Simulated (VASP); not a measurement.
A run of VASP 6.6.1 is set up as follows.

INCAR

```
SYSTEM = Mo
PREC     = Accurate       ! precision mode
ENCUT    = 520            ! plane-wave cutoff, eV
EDIFF    = 1E-6           ! SCF threshold, eV
ISMEAR   = 1              ! smearing method
SIGMA    = 0.1            ! smearing width, eV
LREAL    = .False.        ! projectors in reciprocal space
LASPH    = .True.         ! aspherical terms in the spheres
NELM     = 100            ! most SCF steps
ALGO     = Normal         ! electronic algorithm
ISIF     = 2              ! what is computed and relaxed
LWAVE    = .False.        ! write WAVECAR
LCHARG   = .False.        ! write CHGCAR
GGA      = PE             ! functional
NBANDS   = 13             ! bands
```

Contents of KPOINTS:

```
Automatic mesh
0
Gamma
  13 13 13
  0 0 0
```

File POSCAR:

```
Mo
1.0
   -1.6242050179      1.6242050179      1.6242050179
    1.6242050179     -1.6242050179      1.6242050179
    1.6242050179      1.6242050179     -1.6242050179
Mo
1
Direct
    0.0000000000      0.0000000000      0.0000000000
```

Potentials or basis: VASP PAW PBE potentials, release 64 (Mo_sv).

Launch:

```bash
$ cat potpaw_PBE.64/Mo_sv/POTCAR > POTCAR
$ mpirun -np 1 vasp_std > vasp.out
```

Task: What does it give for the pressure?

Result: -17.4 GPa.

Task: What does it give for the band gap on the k mesh?

Result: Zero (band 7 reaches 14.31 eV, above the bottom of band 8 at 9.95 eV).
